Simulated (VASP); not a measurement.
Input of a VASP 6.6.1 run:

Contents of POSCAR:

```
CdS
1.0
    0.0000000000      2.9392148365      2.7922540947
    2.9392148365      0.0000000000      2.7922540947
    2.9392148365      2.9392148365      0.0000000000
Cd S
1 1
Direct
    0.0000000000      0.0000000000      0.0000000000
    0.2500000000      0.2500000000      0.2500000000
```

The input INCAR.step1:

```
PREC = Accurate
ENCUT = 520
ISMEAR = 0
SIGMA = 0.01
LREAL = False
LASPH = True
NELM = 80
NBANDS = 16
GGA = PE
ALGO = Normal
EDIFF = 1E-4
LWAVE = True
LCHARG = False
```

The input INCAR.step2:

```
PREC = Accurate
ENCUT = 520
EDIFF = 1E-6
ISMEAR = 0
SIGMA = 0.01
LREAL = False
LASPH = True
NELM = 80
ALGO = Normal
ISIF = 2
LWAVE = False
LCHARG = False
METAGGA = R2SCAN
LMIXTAU = True
NBANDS = 16
ISTART = 1
```

KPOINTS

```
regular mesh
0
Gamma
  8 8 8
```

Potentials or basis: VASP PAW PBE potentials, release 64 (Cd, S).

Run with:

```bash
$ cat potpaw_PBE.64/Cd/POTCAR potpaw_PBE.64/S/POTCAR > POTCAR
$ cp INCAR.step1 INCAR
$ mpirun -np 1 vasp_std > vasp.out
$ cp INCAR.step2 INCAR
$ mpirun -np 1 vasp_std > vasp.out
```

(1) Estimate the pressure.

(2) Predict the band gap on the k mesh.

Results:

(1) 3.8 GPa.

(2) 1.56 eV, direct.

Caveat: the cell differs from its parent crystal (uniaxial z strain -5.0%); the PAW data sets were made with another functional, which shifts forces and pressure a little.
